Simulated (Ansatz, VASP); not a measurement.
# Two plane-wave programs on Ga2SeS3

```xyz
6
Lattice="6.1473 0.0000 0.0000 -3.0737 5.3238 0.0000 0.0000 0.0000 3.8561" Properties=species:S:1:pos:R:3 pbc="T T T"
Ga    0.0000    3.5492    0.0000
Ga    3.0737    1.7746    0.0000
Se    0.0000    0.0000    0.0000
S     3.0737    0.0000    1.9280
S     1.5368    2.6619    1.9280
S    -1.5368    2.6619    1.9280
```

Change from the starting cell: species swapped into the HfCo3B2 type (P6/mmm, No. 191).

Alike in both runs: task relaxation of cell and atoms; functional PBE; k mesh 2 × 2 × 3; occupations gaussian, width 0.15 eV; no spin polarisation.

|  | VASP | Ansatz |
| --- | --- | --- |
| version | VASP 6.6.1 | Ansatz 0.2.0 |
| potentials or method | VASP PAW PBE potentials, release 64 (Ga_d, Se, S), cutoff 500 eV | scalar-relativistic, plane waves, PAW |
| valence electrons in the cell | 50 | 60 |

|  | VASP | Ansatz | Ansatz less VASP |
| --- | --- | --- | --- |
| gap on the k mesh at the Fermi level, each at its own relaxed structure (eV) | none | none | - |
| relaxed volume (Å³/atom) | 20.98 | 20.71 | -0.274 |
| relaxed cell length with the largest relative difference (Å) | 3.178 | 3.310 | +0.1313 |

A gap of «none» marks a metal or a gap that the smearing closes. VASP's potentials hold 50 valence electrons a cell and Ansatz's 60, so a difference there can come from the potentials and not from the codes.

The k mesh is coarse, so the values compare programs but aren't converged.
